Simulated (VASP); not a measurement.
Wanted: the native input for a VASP 6.6.1 run.

| Item | Value |
| --- | --- |
| Task | single point |
| Functional | LDA |
| Potentials or basis | VASP PAW LDA potentials, release 64 (B, P) |
| Cutoff | 520 eV |
| k mesh | 8 × 8 × 8 |
| Occupations | gaussian, width 0.01 eV |
| Spin | no spin polarisation |
| Dipole correction | no |
| Further INCAR settings | ALGO = Normal; EDIFF = 1e-06; NBANDS = 11 |

The structure of BP lies in POSCAR:

```
BP
1.0
    0.0000000000      2.2690000000      2.2690000000
    2.2690000000      0.0000000000      2.2690000000
    2.2690000000      2.2690000000      0.0000000000
B P
1 1
Direct
    0.0000000000      0.0000000000      0.0000000000
    0.2500000000      0.2500000000      0.2500000000
```

These files were run (other wordings do the same):

INCAR

```
SYSTEM = BP
PREC = Accurate ; ENCUT = 520
EDIFF = 1E-6 ; ISMEAR = 0
SIGMA = 0.01 ; LREAL = .False.
LASPH = .True. ; NELM = 80
ALGO = Normal ; ISIF = 2
LWAVE = .False. ; LCHARG = .True.
GGA = CA ; LELF = .True.
LVHAR = .True. ; NBANDS = 11
```

KPOINTS

```
Automatic mesh
0
Gamma
  8 8 8
  0 0 0
```

Potentials or basis: VASP PAW LDA potentials, release 64 (B, P).

Launch:

```bash
$ cat potpaw_LDA.64/B/POTCAR potpaw_LDA.64/P/POTCAR > POTCAR
$ mpirun -np 1 vasp_std > vasp.out
```

Results of the run:

```
Pressure               : -5.3 GPa
Band gap on the k mesh : 1.22 eV, indirect (least direct gap 3.38 eV)
```

Wall time 3.4 s on 1 thread of Intel(R) Xeon(R) Platinum 8488C (Sapphire Rapids), with other jobs on the host, peak memory 0.12 GiB.
